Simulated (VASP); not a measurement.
**CoO: single point with PBEsol+U**

The system is CoO.

```
Co O
1.0
     0.00000    2.13150    2.13150
     2.13150    0.00000    2.13150
     2.13150    2.13150    0.00000
Co O
1 1
Direct
  0.00000 0.00000 0.00000
  0.50000 0.50000 0.50000
```

- Program: VASP 6.6.1
- Task: single point
- Functional: PBEsol
- Potentials or basis: VASP PAW PBE potentials, release 64 (Co, O)
- Cutoff: 520 eV
- k mesh: 8 × 8 × 8
- Occupations: gaussian, width 0.05 eV
- Spin: collinear spin, ferromagnetic start
- Starting moments: [3.0, 0.0] μB
- Hubbard terms: Co d U = 1.0 eV
- Dipole correction: no
- Further INCAR settings: ALGO = Normal; EDIFF = 1e-07; NBANDS = 18

```json
{
  "Pressure": "-11.0 GPa",
  "Band gap on the k mesh": "zero (filled and empty bands overlap)",
  "Net moment": "3.00 μB per cell",
  "Site moments": "Co +2.65; O +0.31 μB",
  "Valence electrons inside the program's atomic spheres": "Co 7.79; O 4.96"
}
```

Levels at points of the mesh, in eV from the Fermi level:
Spin up:
```tsv
k point	band 6	band 7	band 8	band 9	band 10	band 11	band 12	band 13
(0.00, 0.00, 0.00)	-3.50	-2.99	-2.99	-2.99	1.00	16.73	17.78	17.78
(0.50, 0.00, 0.00)	-2.80	-2.16	-0.07	-0.07	5.01	9.33	13.34	13.34
(0.50, 0.50, 0.00)	-3.40	-2.86	-2.52	-2.52	5.80	9.81	11.36	15.69
```
Spin down:
```tsv
k point	band 3	band 4	band 5	band 6	band 7	band 8	band 9	band 10
(0.00, 0.00, 0.00)	-2.38	-2.38	-1.12	-1.12	-1.12	0.33	0.33	1.56
(0.50, 0.00, 0.00)	-4.42	-4.42	-0.12	-0.12	0.19	2.95	2.95	5.31
(0.50, 0.50, 0.00)	-3.66	-3.66	-2.25	0.12	0.12	0.81	1.27	6.67
```

Eigenvalues of the final occupation matrices:
```tsv
site	spin	trace	eigenvalues
site 1 d	1	4.88	0.96 0.96 0.96 1.00 1.00
site 1 d	2	2.27	0.18 0.18 0.64 0.64 0.64
```

Wall time 33 s on 1 thread of Intel(R) Xeon(R) Platinum 8375C CPU @ 2.90GHz (Ice Lake), with other jobs on the host, peak memory 0.15 GiB.

Caveat: the PAW data sets were made with another functional, which shifts forces and pressure a little; a cell with one magnetic atom can't hold antiferromagnetic order, which such compounds often take. The state reached can hang on the start; a lower one may exist.
